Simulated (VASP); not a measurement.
# NaF (Pm-3m) in VASP: a series of runs, part 2 of 3

VASP 6.6.1. The steps go on from the part before.

## Step 3: Single point, r2SCAN

POSCAR reads:

```
NaF
1.0
    2.7934851918      0.0000000000      0.0000000000
    0.0000000000      2.7934851918      0.0000000000
    0.0000000000      0.0000000000      2.7934851918
Na F
1 1
Direct
    0.0000000000      0.0000000000      0.0000000000
    0.5000000000      0.5000000000      0.5000000000
```

INCAR.step1 reads:

```
PREC = Accurate ; ENCUT = 520
ISMEAR = -1 ; SIGMA = 0.02
LREAL = F ; LASPH = T
NELM = 100 ; NBANDS = 14
GGA = PE ; ALGO = Normal
EDIFF = 1E-4 ; LWAVE = T
LCHARG = F
```

INCAR.step2 reads:

```
PREC = Accurate ; ENCUT = 520
EDIFF = 1E-6 ; ISMEAR = -1
SIGMA = 0.02 ; LREAL = F
LASPH = T ; NELM = 100
ALGO = Normal ; ISIF = 2
LWAVE = F ; LCHARG = F
METAGGA = R2SCAN ; LMIXTAU = T
NBANDS = 14 ; ISTART = 1
```

KPOINTS reads:

```
regular mesh
0
Gamma
  8 8 8
```

Potentials or basis: VASP PAW PBE potentials, release 64 (Na_pv, F).

Launch:

```sh
$ cat potpaw_PBE.64/Na_pv/POTCAR potpaw_PBE.64/F/POTCAR > POTCAR
$ cp INCAR.step1 INCAR
$ mpirun -np 1 vasp_std > vasp.out
$ cp INCAR.step2 INCAR
$ mpirun -np 1 vasp_std > vasp.out
```

OUTCAR:

```text
PREC = Accurate
   ENCUT = 520
   EDIFF = 1E-6
   ISMEAR = -1
   LREAL = F
   LASPH = T
   NELM = 100
   ISIF = 2
   METAGGA = R2SCAN
   ISTART = 1

 ion  position               nearest neighbor table
   1  0.000  0.000  0.000-
   2  0.500  0.500  0.500-

  LATTYP: Found a simple cubic cell.
 ALAT       =     2.7934851918

  Lattice vectors:

 A1 = (   2.7934851918,   0.0000000000,   0.0000000000)
 A2 = (   0.0000000000,   2.7934851918,   0.0000000000)
 A3 = (   0.0000000000,   0.0000000000,   2.7934851918)

Analysis of symmetry for initial positions (statically):
=====================================================================
 Subroutine PRICEL returns:
 Original cell was already a primitive cell.

 Routine SETGRP: Setting up the symmetry group for a
 simple cubic supercell.

 Subroutine GETGRP returns: Found 48 space group operations
 (whereof 48 operations were pure point group operations)
 out of a pool of 48 trial point group operations.

The static configuration has the point symmetry O_h .

Analysis of symmetry for dynamics (positions and initial velocities):
=====================================================================
 Subroutine PRICEL returns:
 Original cell was already a primitive cell.

 Routine SETGRP: Setting up the symmetry group for a
 simple cubic supercell.

 Subroutine GETGRP returns: Found 48 space group operations
 (whereof 48 operations were pure point group operations)
 out of a pool of 48 trial point group operations.

The dynamic configuration has the point symmetry O_h .

 Subroutine INISYM returns: Found 48 space group operations
 (whereof 48 operations are pure point group operations),
 and found     1 'primitive' translations

----------------------------------------------------------------------------------------
[... 114 lines left out ...]
  volume/ion in A,a.u.               =      10.90        73.55
  Fermi-wavevector in a.u.,A,eV,Ry     =   1.412444  2.669132 27.143584  1.994997
  Thomas-Fermi vector in A             =   2.534192
   LORBIT       =      0    0 simple, 1 ext, 2 COOP (PROOUT), +10 PAW based schemes
   METAGGA = R2SCAN    functional components
   LHFCALC =     F    Hartree Fock is set to
   AEXX    =    0.0000 exact exchange contribution
   IVDW    =     0    specifies the selected vdW correction
   LEPSILON=     F    determine dielectric tensor
   LRPA    =     F    only Hartree local field effects (RPA)
 non-spin polarized calculation
  energy-cutoff  :      520.00
  volume of cell :       21.80
 maximum number of plane-waves:       624
 NGX is ok and might be reduce to    24
   NGX = 11   NGY = 11   NGZ = 11

 number of electron      14.0000006 magnetization

 Free energy of the ion-electron system (eV)
  ---------------------------------------------------
  ext. energy  EPLUGINS =         0.00000000
  ---------------------------------------------------
  free energy    TOTEN  =       -12.31386331 eV

  energy without entropy =      -12.31386331  energy(sigma->0) =      -12.31386331

 E-fermi :  -0.8103     XC(G=0): -10.5930

 val. band max:       -1.2385394132   @ k =   0.5000   0.5000   0.0000
 cond. band min:       5.8767830242   @ k =   0.0000   0.0000   0.0000
 fundamental gap:      7.1153224374
 Fermi energy:        -0.8103144144

 k-point     1 :       0.0000    0.0000    0.0000
  band No.  band energies     occupation
      1     -22.2584      2.00000
      2     -21.8770      2.00000
      3     -21.8770      2.00000
      4     -21.8770      2.00000
      5      -1.5779      2.00000
      6      -1.5779      2.00000
      7      -1.5779      2.00000
      8       5.8768      0.00000
      9      15.2366      0.00000
     10      15.2366      0.00000
     11      24.4054      0.00000
     12      24.4054      0.00000
     13      24.4054      0.00000
     14      31.0662      0.00000
[... 377 lines left out ...]
      1     -22.2607      2.00000
      2     -22.0639      2.00000
      3     -21.8630      2.00000
      4     -21.5734      2.00000
      5      -3.2042      2.00000
      6      -2.8831      2.00000
      7      -1.5460      2.00000
      8      12.0859      0.00000
      9      13.8628      0.00000
     10      15.4425      0.00000
     11      17.3447      0.00000
     12      22.2356      0.00000
     13      22.3224      0.00000
     14      29.5090      0.00000

 [... further k-points ...]
[... 5 lines left out ...]
  --------------------------------------------------------------------------------------
  -------------------------------------------------------------------------------------
  Total       -0.1093870     -0.1093870     -0.1093870      0.0000000      0.0000000     -0.0000000
  in kB       -8.0396524     -8.0396524     -8.0396524      0.0000000      0.0000000     -0.0000000
  external PRESSURE =      -8.0396524 kB  Pullay stress =       0.0000000 kB

 VOLUME and BASIS-vectors are now :
 -----------------------------------------------------------------------------
  energy-cutoff  :      520.00
  volume of cell :       21.80
      direct lattice vectors                 reciprocal lattice vectors
     2.793485192  0.000000000  0.000000000     0.357975766  0.000000000  0.000000000
     0.000000000  2.793485192  0.000000000     0.000000000  0.357975766  0.000000000
     0.000000000  0.000000000  2.793485192     0.000000000  0.000000000  0.357975766

 POSITION                                       TOTAL-FORCE (eV/Angst)
 -----------------------------------------------------------------------------------
      0.00000      0.00000      0.00000         0.000000      0.000000      0.000000
      1.39674      1.39674      1.39674         0.000000      0.000000      0.000000
 -----------------------------------------------------------------------------------
    total drift:                                0.000000      0.000000     -0.000000

  FREE ENERGIE OF THE ION-ELECTRON SYSTEM (eV)
  ---------------------------------------------------
  free  energy   TOTEN  =       -12.3138633063 eV

  energy  without entropy=      -12.3138633063  energy(sigma->0) =      -12.31386331
```

OUTCAR.step1:

```text
PREC = Accurate
   ENCUT = 520
   ISMEAR = -1
   LREAL = F
   LASPH = T
   NELM = 100
[... 627 lines left out ...]
 -----------------------------------------------------------------------------------
      0.00000      0.00000      0.00000         0.000000      0.000000      0.000000
      1.39674      1.39674      1.39674         0.000000      0.000000      0.000000
 -----------------------------------------------------------------------------------
    total drift:                                0.000000      0.000000     -0.000000

  FREE ENERGIE OF THE ION-ELECTRON SYSTEM (eV)
  ---------------------------------------------------
  free  energy   TOTEN  =        -8.2302630607 eV

  energy  without entropy=       -8.2302630607  energy(sigma->0) =       -8.23026306
```

OSZICAR.step1:

```text
N       E                     dE             d eps       ncg     rms          rms(c)
DAV:   1     0.105210703990E+03    0.10521E+03   -0.78161E+03  1000   0.125E+03
DAV:   2    -0.455046772240E+01   -0.10976E+03   -0.10299E+03  1118   0.342E+02
DAV:   3    -0.909369808813E+01   -0.45432E+01   -0.45362E+01  1124   0.642E+01
DAV:   4    -0.912360290942E+01   -0.29905E-01   -0.29904E-01  1112   0.556E+00
DAV:   5    -0.912387696734E+01   -0.27406E-03   -0.27406E-03  1190   0.528E-01    0.520E+00
DAV:   6    -0.827076668287E+01    0.85311E+00   -0.25213E+00  1128   0.145E+01    0.170E+00
DAV:   7    -0.824370060086E+01    0.27066E-01   -0.29210E-02  1016   0.285E+00    0.101E+00
DAV:   8    -0.822983537212E+01    0.13865E-01   -0.23811E-02  1034   0.402E+00    0.125E-01
DAV:   9    -0.823030390266E+01   -0.46853E-03   -0.33392E-03  1172   0.568E-01    0.757E-02
DAV:  10    -0.823026306068E+01    0.40842E-04   -0.35941E-04  1046   0.172E-01
   1 F= -.82302631E+01 E0= -.82302631E+01  d E =-.319841E-12
```

Wall time 40 s (1 thread of Intel Xeon 8259CL, shared host); peak memory 0.14 GiB.

Results:

```yaml
Free_energy: -12.3139 eV
Pressure: -0.8 GPa
Band_gap_on_the_k_mesh: 7.12 eV, indirect (least direct gap 7.45 eV)
```

Caveat: the PAW data sets were made with another functional, which shifts forces and pressure a little. r2SCAN opens gaps a little over a GGA but as a rule still falls short of measured ones.

## Step 4: Single point, r2SCAN

POSCAR is that of step 3.

INCAR.step1 reads:

```
ALGO = Normal ; EDIFF = 1E-4
ENCUT = 520 ; GGA = PE
ISMEAR = 0 ; LASPH = T
LCHARG = F ; LREAL = F
LWAVE = T ; NBANDS = 14
NELM = 60 ; PREC = Accurate
SIGMA = 0.01
```

INCAR.step2 reads:

```
ALGO = Normal ; EDIFF = 1E-6
ENCUT = 520 ; ISIF = 2
ISMEAR = 0 ; ISTART = 1
LASPH = T ; LCHARG = F
LMIXTAU = T ; LREAL = F
LWAVE = F ; METAGGA = R2SCAN
NBANDS = 14 ; NELM = 60
PREC = Accurate ; SIGMA = 0.01
```

KPOINTS reads:

```
k-points
0
Gamma
  10 10 10
```

Launch:

```sh
$ cat potpaw_PBE.64/Na_pv/POTCAR potpaw_PBE.64/F/POTCAR > POTCAR
$ cp INCAR.step1 INCAR
$ mpirun -np 1 vasp_std > vasp.out
$ cp INCAR.step2 INCAR
$ mpirun -np 1 vasp_std > vasp.out
```

Wall time 59 s (1 thread of Intel Xeon 8259CL, shared host); peak memory 0.14 GiB.

Results (log left out):

```
Free energy            : -12.3138 eV
Pressure               : -0.8 GPa
Band gap on the k mesh : 7.12 eV, indirect (least direct gap 7.45 eV)
```

Levels at points of the mesh, in eV from the valence-band top:
| k point | band 4 | band 5 | band 6 | band 7 | band 8 | band 9 | band 10 | band 11 |
| --- | --- | --- | --- | --- | --- | --- | --- | --- |
| (0.00, 0.00, 0.00) | -20.64 | -0.34 | -0.34 | -0.34 | 7.12 | 16.48 | 16.48 | 25.64 |
| (0.50, 0.00, 0.00) | -19.98 | -2.62 | -0.22 | -0.22 | 11.90 | 12.98 | 20.48 | 22.35 |
| (0.50, 0.50, 0.00) | -20.50 | -1.89 | -1.89 | 0.00 | 13.01 | 16.48 | 16.48 | 16.56 |
| (0.50, 0.50, 0.50) | -20.26 | -1.69 | -1.69 | -1.69 | 15.52 | 15.52 | 15.52 | 20.54 |

Caveat: the PAW data sets were made with another functional, which shifts forces and pressure a little. A k mesh can miss the band edges.

(Continued in part 3 of 3.)
